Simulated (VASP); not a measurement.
A run of VASP 6.6.1 is set up as follows.

File INCAR:

```
SYSTEM = Au
  PREC = Accurate
  ENCUT = 520
  EDIFF = 1E-7
  ISMEAR = 0
  SIGMA = 0.1
  LREAL = .False.
  LASPH = .True.
  NELM = 80
  ALGO = Normal
  ISIF = 2
  LWAVE = .False.
  LCHARG = .False.
  GGA = PE
  NBANDS = 18
```

File KPOINTS:

```
regular mesh
0
Gamma
  12 12 12
  0 0 0
```

POSCAR

```
Au
1.0
    3.2706125879      0.0000000000      0.0000000000
    0.0000000000      3.2706125879      0.0000000000
    0.0000000000      0.0000000000      3.3673352191
Au
2
Direct
    0.0000000000      0.0000000000      0.0000000000
    0.5000000000      0.5000000000      0.5000000000
```

Potentials or basis: VASP PAW PBE potentials, release 64 (Au).

Run with:

```sh
$ cat potpaw_PBE.64/Au/POTCAR > POTCAR
$ mpirun -np 1 vasp_std > vasp.out
```

(1) Estimate the band gap on the k mesh.

(2) Predict the pressure.

## Answers

(1) zero (band 11 reaches 11.50 eV, above the bottom of band 12 at 6.47 eV).

(2) -0.2 GPa.

Caveat: the cell differs from its parent crystal (uniaxial strain along c: +2.0 %, then relaxed in part); spin-orbit coupling is left out, which moves the levels of the heavy elements.
